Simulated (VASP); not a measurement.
Input of a VASP 6.6.1 run:

The input INCAR:

```
SYSTEM = MgO
PREC = Accurate
ENCUT = 520
EDIFF = 1E-6
ISMEAR = 0
SIGMA = 0.05
LREAL = .FALSE.
LASPH = .TRUE.
NELM = 60
ALGO = Normal
ISIF = 2
LWAVE = .FALSE.
LCHARG = .FALSE.
NBANDS = 36
```

File KPOINTS:

```
regular mesh
0
G
  9 9 2
  0 0 0
```

File POSCAR:

```
MgO
1.0
    2.1351500000     -2.1351500000      0.0000000000
    2.1351500000      0.0000000000     -2.1351500000
   10.2726508076     10.2726508076     10.2726508076
Mg O
6 6
Direct
    0.6666666667      0.6666666667      0.0346413345
    0.0000000000      0.0000000000      0.7274680255
    0.3333333333      0.3333333333      0.1732066727
    0.6666666667      0.6666666667      0.4503373491
    0.0000000000      0.0000000000      0.3117720109
    0.3333333333      0.3333333333      0.5889026873
    0.6666666667      0.6666666667      0.2424893418
    0.0000000000      0.0000000000      0.1039240036
    0.3333333333      0.3333333333      0.3810546800
    0.6666666667      0.6666666667      0.6581853564
    1.0000000000      1.0000000000      0.5196200182
    0.3333333333      0.3333333333      0.7967506946
```

Potentials or basis: VASP PAW LDA potentials, release 64 (Mg, O).

Command:

```bash
$ cat potpaw_LDA.64/Mg/POTCAR potpaw_LDA.64/O/POTCAR > POTCAR
$ mpirun -np 1 vasp_std > vasp.out
```

**Question.** What does it give for the largest force?

**Answer.** 1.148 eV/Å.

**Question.** Predict the band gap on the k mesh.

**Answer.** Zero (bands 24 and 25 overlap by 0.45 eV).

**Question.** What does it give for the pressure?

**Answer.** -10.4 GPa.

Stress tensor (GPa, compression positive):
```
-10.45  -0.48  -0.48
 -0.48 -10.45  -0.48
 -0.48  -0.48 -10.45
```

Caveat: the cell differs from its parent crystal (the distance across one plane changed); the cell stands under tension; semilocal functionals underestimate gaps, so a narrow gap can read as zero; forces of over 1 eV/Å act on the atoms, so gaps and moduli don't describe the material at rest.
